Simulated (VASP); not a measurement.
Here is a VASP 6.6.1 calculation.

Contents of INCAR:

```
SYSTEM = PN2
ALGO = Normal
EDIFF = 1E-6
EDIFFG = -0.01
ENCUT = 600
GGA = PE
IBRION = 2
ISIF = 3
ISMEAR = 0
LASPH = .True.
LCHARG = .False.
LREAL = .False.
LWAVE = .False.
NELM = 60
NSW = 100
PREC = Accurate
SIGMA = 0.1
```

The input KPOINTS:

```
k-points
0
Gamma
  10 10 14
  0 0 0
```

File POSCAR:

```
PN2
1.0
    4.2021344533      0.0000000000      0.0000000000
    0.0000000000      4.2021344533      0.0000000000
    0.0000000000      0.0000000000      2.6788355328
P N
2 4
Direct
    0.0000000000      0.0000000000      0.0000000000
    0.5000000000      0.5000000000      0.5000000000
    0.3053957728      0.3053957728      0.0000000000
    0.6946042272      0.6946042272      0.0000000000
    0.8053957728      0.1946042272      0.5000000000
    0.1946042272      0.8053957728      0.5000000000
```

Potentials or basis: VASP PAW PBE potentials, release 64 (P, N).

Command:

```console
$ cat potpaw_PBE.64/P/POTCAR potpaw_PBE.64/N/POTCAR > POTCAR
$ mpirun -np 1 vasp_std > vasp.out
```

(1) Predict the band gap on the k mesh.

(2) What does it give for the space group after relaxing (to 0.1 Å)?

## Answers

(1) zero (bands 15 and 16 overlap by 2.88 eV).

(2) P4_2/mnm (No. 136).
